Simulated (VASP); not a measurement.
# W (P6_3/mmc) in VASP: a series of runs

Runs on W. Level: PBEsol. Tasks: relaxation of cell and atoms.

Program: VASP 6.6.1. These are calculated values, not measurements. Logs are shortened: lines on timing, memory, paths and dates and some standing lists are left out, and cuts for length are marked.

### 1 The cell of the first run

Symmetry: P6_3/mmc, No. 194, hexagonal system. The conventional cell has a = 2.755 Å, b = 2.755 Å, c = 4.891 Å, α = 90.00°, β = 90.00°, γ = 120.00°. Within 3.6 Å of W (site symmetry -6m2) lie 12 W at 2.75 to 2.92 Å.

This isn't the form of W at room conditions, which is bcc.

### 2 Relaxation of cell and atoms, PBEsol

The input, INCAR:

```
SYSTEM = W
  ALGO = Fast
  EDIFF = 1E-6
  EDIFFG = -0.01
  ENCUT = 600
  GGA = PS
  IBRION = 2
  ISIF = 3
  ISMEAR = 0
  LASPH = .True.
  LCHARG = .False.
  LREAL = .False.
  LWAVE = .False.
  NELM = 80
  NSW = 100
  PREC = Accurate
  SIGMA = 0.1
```

The input, KPOINTS:

```
k-points
0
Gamma
  24 24 12
  0 0 0
```

The input, POSCAR:

```
W
1.0
    2.7549335746      0.0000000000      0.0000000000
   -1.3774667873      2.3858424614      0.0000000000
    0.0000000000      0.0000000000      4.8906352950
W
2
Direct
    0.3333333333      0.6666666667      0.2500000000
    0.6666666667      0.3333333333      0.7500000000
```

Potentials or basis: VASP PAW PBE potentials, release 64 (W_sv).

Started as:

```console
cat potpaw_PBE.64/W_sv/POTCAR > POTCAR
mpirun -np 1 vasp_std > vasp.out
```

OUTCAR:

```text
SYSTEM = W
   EDIFF = 1E-6
   EDIFFG = -0.01
   ENCUT = 600
   GGA = PS
   IBRION = 2
   ISIF = 3
   ISMEAR = 0
   LASPH = .True.
   LREAL = .False.
   NELM = 80
   NSW = 100
   PREC = Accurate

 ion  position               nearest neighbor table
   1  0.333  0.667  0.250-   2 2.92   2 2.92   2 2.92   2 2.92   2 2.92   2 2.92
   2  0.667  0.333  0.750-   1 2.92   1 2.92   1 2.92   1 2.92   1 2.92   1 2.92

  LATTYP: Found a hexagonal cell.
 ALAT       =     2.7549335746
 C/A-ratio  =     1.7752280273

  Lattice vectors:

 A1 = (   2.7549335746,   0.0000000000,   0.0000000000)
 A2 = (  -1.3774667873,   2.3858424614,   0.0000000000)
 A3 = (   0.0000000000,   0.0000000000,   4.8906352950)

Analysis of symmetry for initial positions (statically):
=====================================================================
 Subroutine PRICEL returns:
 Original cell was already a primitive cell.

 Routine SETGRP: Setting up the symmetry group for a
 hexagonal supercell.

 Subroutine GETGRP returns: Found 24 space group operations
 (whereof 12 operations were pure point group operations)
 out of a pool of 24 trial point group operations.

The static configuration has the point symmetry D_3d.
 The point group associated with its full space group is D_6h.

Analysis of symmetry for dynamics (positions and initial velocities):
=====================================================================
 Subroutine PRICEL returns:
 Original cell was already a primitive cell.

 Routine SETGRP: Setting up the symmetry group for a
 hexagonal supercell.

 Subroutine GETGRP returns: Found 24 space group operations
 (whereof 12 operations were pure point group operations)
 out of a pool of 24 trial point group operations.

The dynamic configuration has the point symmetry D_3d.
 The point group associated with its full space group is D_6h.

 Subroutine INISYM returns: Found 24 space group operations
 (whereof 12 operations are pure point group operations),
 and found     1 'primitive' translations

----------------------------------------------------------------------------------------

                                     Primitive cell

  volume of cell :      32.1454

  direct lattice vectors                    reciprocal lattice vectors
[... 96 lines left out ...]
   TEBEG  =    0.0;   TEEND  =   0.0 temperature during run
   PSTRESS=    0.0 pullay stress
   NELECT =      28.0000    total number of electrons
   NUPDOWN=      -1.0000    fix difference up-down
   EMIN   =  10.00;   EMAX   =-10.00  energy-range for DOS
   EFERMI =   0.00;   METHOD = LEGACY
   ISMEAR =     0;   SIGMA  =   0.10  broadening in eV -4-tet -1-fermi 0-gaus
   EFERMI_NEDOS =   21; number of points for ismear=-14 and -15
   IALGO  =     68    algorithm
   IMIX   =      4    mixing-type and parameters
     AMIX     =   0.40;   BMIX     =  1.00
     AMIX_MAG =   1.60;   BMIX_MAG =  1.00
  volume/ion in A,a.u.               =      16.07       108.46
  Fermi-wavevector in a.u.,A,eV,Ry     =   1.563465  2.954520 33.258384  2.444422
  Thomas-Fermi vector in A             =   2.666232
   LORBIT       =      0    0 simple, 1 ext, 2 COOP (PROOUT), +10 PAW based schemes
   GGA     = PS    functional components
   LHFCALC =     F    Hartree Fock is set to
   AEXX    =    0.0000 exact exchange contribution
   IVDW    =     0    specifies the selected vdW correction
   LEPSILON=     F    determine dielectric tensor
   LRPA    =     F    only Hartree local field effects (RPA)
 conjugate gradient relaxation of ions
 non-spin polarized calculation
 RMM-DIIS sequential band-by-band and
 Gauss-broadening in eV      SIGMA  =   0.10
  energy-cutoff  :      600.00
  volume of cell :       32.15
 maximum number of plane-waves:      1107
 NGX is ok and might be reduce to    24
   NGX = 11   NGY = 11   NGZ = 19

--------------------------------------- Ionic step        1  -------------------------------------------

 number of electron      27.9999999 magnetization

 Free energy of the ion-electron system (eV)
  ---------------------------------------------------
  ext. energy  EPLUGINS =         0.00000000
  ---------------------------------------------------
  free energy    TOTEN  =       -26.58904383 eV

  energy without entropy =      -26.57840466  energy(sigma->0) =      -26.58372425

------------------------ aborting loop because EDIFF is reached ----------------------------------------

  FORCE on cell =-STRESS in cart. coord.  units (eV):
  Direction    XX          YY          ZZ          XY          YZ          ZX
  --------------------------------------------------------------------------------------
  -------------------------------------------------------------------------------------
  Total       -0.0302924     -0.0302924      0.0883705     -0.0000000     -0.0000000     -0.0000000
  in kB       -1.5098220     -1.5098220      4.4045301     -0.0000000     -0.0000000     -0.0000000
  external PRESSURE =       0.4616287 kB  Pullay stress =       0.0000000 kB
[... 59 lines left out ...]
--------------------------------------- Ionic step        3  -------------------------------------------

 number of electron      27.9999999 magnetization

 Free energy of the ion-electron system (eV)
  ---------------------------------------------------
  ext. energy  EPLUGINS =         0.00000000
  ---------------------------------------------------
  free energy    TOTEN  =       -26.58911159 eV

  energy without entropy =      -26.57853493  energy(sigma->0) =      -26.58382326

 E-fermi :  10.6905     XC(G=0): -13.6632

 val. band max:       10.6877134916   @ k =   0.4167  -0.0000   0.3333
 cond. band min:      10.6920655906   @ k =   0.2917   0.2083   0.2500
 fundamental gap:      0.0043520990
 Fermi energy:        10.6904841619

 k-point     1 :       0.0000    0.0000    0.0000
  band No.  band energies     occupation
      1     -62.9960      2.00000
      2     -62.9164      2.00000
      3     -27.7647      2.00000
      4     -26.7711      2.00000
      5     -26.5875      2.00000
      6     -26.5875      2.00000
[... 481 lines left out ...]
      5     -27.2492      2.00000
      6     -26.9316      2.00000
[... 10 lines left out ...]
     17      16.2252      0.00000
     18      16.3769      0.00000

 [... further k-points ...]

------------------------ aborting loop because EDIFF is reached ----------------------------------------

  FORCE on cell =-STRESS in cart. coord.  units (eV):
  Direction    XX          YY          ZZ          XY          YZ          ZX
  --------------------------------------------------------------------------------------
  -------------------------------------------------------------------------------------
  Total        0.0094247      0.0094247      0.0168370      0.0000000     -0.0000000      0.0000000
  in kB        0.4695612      0.4695612      0.8388600      0.0000000     -0.0000000      0.0000000
  external PRESSURE =       0.5926608 kB  Pullay stress =       0.0000000 kB
[... 17 lines left out ...]
  FREE ENERGIE OF THE ION-ELECTRON SYSTEM (eV)
  ---------------------------------------------------
  free  energy   TOTEN  =       -26.5891115913 eV

  energy  without entropy=      -26.5785349333  energy(sigma->0) =      -26.58382326

 reached required accuracy - stopping structural energy minimisation
```

OSZICAR:

```text
N       E                     dE             d eps       ncg     rms          rms(c)
DAV:   1     0.304122071381E+03    0.30412E+03   -0.19367E+04 15388   0.201E+03
DAV:   2    -0.181086409031E+02   -0.32223E+03   -0.31808E+03 16822   0.544E+02
DAV:   3    -0.277512619993E+02   -0.96426E+01   -0.93192E+01 18930   0.899E+01
DAV:   4    -0.279087544115E+02   -0.15749E+00   -0.15450E+00 18254   0.105E+01
[... 20 lines left out ...]
DAV:   1    -0.265895279437E+02   -0.45024E-03   -0.11365E-02 17516   0.112E+00    0.110E-01
RMM:   2    -0.265891854781E+02    0.34247E-03   -0.36270E-04 15678   0.175E-01    0.480E-02
RMM:   3    -0.265891093638E+02    0.76114E-04   -0.21548E-04 15829   0.115E-01    0.181E-02
RMM:   4    -0.265891114331E+02   -0.20693E-05   -0.26090E-05 16929   0.407E-02    0.147E-02
RMM:   5    -0.265891115913E+02   -0.15824E-06   -0.43808E-06 12033   0.171E-02
   3 F= -.26589112E+02 E0= -.26583823E+02  d E =-.677621E-04
```

CONTCAR:

```text
W
   1.00000000000000
     2.7537752911359652    0.0000000000000000   -0.0000000000000000
    -1.3768876455679826    2.3848393584952894    0.0000000000000000
    -0.0000000000000000   -0.0000000000000000    4.8966337971606428
  W
     2
Direct
     0.3333333332999970    0.6666666667000030    0.2500000000000000
     0.6666666667000030    0.3333333332999970    0.7500000000000000

  0.00000000E+00  0.00000000E+00  0.00000000E+00
  0.00000000E+00  0.00000000E+00  0.00000000E+00
```

It took 9.5 min on 1 thread of Oxide Virtual Turin-like, shared host; peak memory 0.34 GiB.

Results:

```yaml
Free_energy: -26.5891 eV
Relaxed_volume: 16.08 Å³/atom
Relaxed_cell: a = 2.754 Å, b = 2.754 Å, c = 4.897 Å, α = 90.00°, β = 90.00°, γ = 120.00°
Space_group_after_relaxing_to_0.1_Å: P6_3/mmc (No. 194)
Energy_gained_by_relaxing: 0.0 meV/atom
Ionic_steps: 3
Pressure_after_relaxing: 0.1 GPa
Band_gap_on_the_k_mesh: zero (bands 14 and 15 overlap by 1.82 eV)
```

Final structure:
```
W
1.0
     2.75378    0.00000    0.00000
    -1.37689    2.38484    0.00000
     0.00000    0.00000    4.89663
W
2
Direct
  0.33333 0.66667 0.25000
  0.66667 0.33333 0.75000
```

Caveat: the PAW data sets were made with another functional, which shifts forces and pressure a little; spin-orbit coupling is left out, which moves the levels of the heavy elements.

(Part 1 of 2 ends here.)
